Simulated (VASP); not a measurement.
Here is a VASP 6.6.1 calculation.

Contents of INCAR:

```
SYSTEM = La
PREC     = Accurate       ! precision mode
ENCUT    = 600            ! plane-wave cutoff, eV
EDIFF    = 1E-7           ! SCF threshold, eV
ISMEAR   = -1             ! smearing method
SIGMA    = 0.1            ! smearing width, eV
LREAL    = .FALSE.        ! projectors in reciprocal space
LASPH    = .TRUE.         ! aspherical terms in the spheres
NELM     = 100            ! most SCF steps
ALGO     = Normal         ! electronic algorithm
ISIF     = 3              ! what is computed and relaxed
LWAVE    = .FALSE.        ! write WAVECAR
LCHARG   = .FALSE.        ! write CHGCAR
GGA      = CA             ! functional
IBRION   = 2              ! ionic algorithm
NSW      = 100            ! ionic steps
EDIFFG   = -0.002         ! ionic threshold
PSTRESS  = 100.0
```

KPOINTS

```
Automatic mesh
0
G
  14 14 8
  0 0 0
```

File POSCAR:

```
La
1.0
    3.5759633762      0.0000000000      0.0000000000
   -1.7879816881      3.0968751268      0.0000000000
    0.0000000000      0.0000000000      5.9163538279
La
2
Direct
    0.3333333333      0.6666666667      0.2500000000
    0.6666666667      0.3333333333      0.7500000000
```

Potentials or basis: VASP PAW LDA potentials, release 64 (La).

Launch:

```sh
$ cat potpaw_LDA.64/La/POTCAR > POTCAR
$ mpirun -np 1 vasp_std > vasp.out
```

Question: What does it give for the space group after relaxing (to 0.1 Å)?

Answer: P6_3/mmc (No. 194).

Question: What does it give for the band gap on the k mesh?

Answer: Zero (bands 11 and 12 overlap by 2.26 eV).

Step by step:
| step | energy change (eV) | largest force (eV/Å) | pressure (GPa) | volume (Å³) |
| --- | --- | --- | --- | --- |
| 1 | 0.0000 | 0.0000 | -0.08 | 65.52 |
| 2 | 0.5747 | 0.0000 | 13.41 | 47.86 |
| 3 | 0.3825 | 0.0000 | 10.00 | 50.50 |
| 4 | 0.3831 | 0.0000 | 10.02 | 50.44 |
| 5 | 0.3841 | 0.0000 | 10.00 | 50.42 |
| 6 | 0.3842 | 0.0000 | 10.03 | 50.41 |
| 7 | 0.3844 | 0.0000 | 10.01 | 50.41 |
| 8 | 0.3836 | 0.0000 | 10.02 | 50.42 |
| 9 | 0.3812 | 0.0000 | 9.96 | 50.46 |
| 10 | 0.3828 | 0.0000 | 10.03 | 50.44 |
| 11 | 0.3820 | 0.0000 | 10.03 | 50.45 |
| 12 | 0.3816 | 0.0000 | 9.96 | 50.46 |
| 13 | 0.3818 | 0.0000 | 10.01 | 50.45 |
| 14 | 0.3818 | 0.0000 | 10.03 | 50.45 |
| 15 | 0.3817 | 0.0000 | 10.02 | 50.45 |
| 16 | 0.3816 | 0.0000 | 10.04 | 50.45 |
| 17 | 0.3817 | 0.0000 | 9.98 | 50.45 |
| 18 | 0.3817 | 0.0000 | 10.01 | 50.45 |

Caveat: the cell is relaxed towards a set pressure, so the run minimises the enthalpy, not the energy; the volume moved by over 15 % at a fixed basis, so the end points are rough; spin-orbit coupling is left out, which moves the levels of the heavy elements. Zero-point motion and thermal expansion aren't in these numbers.
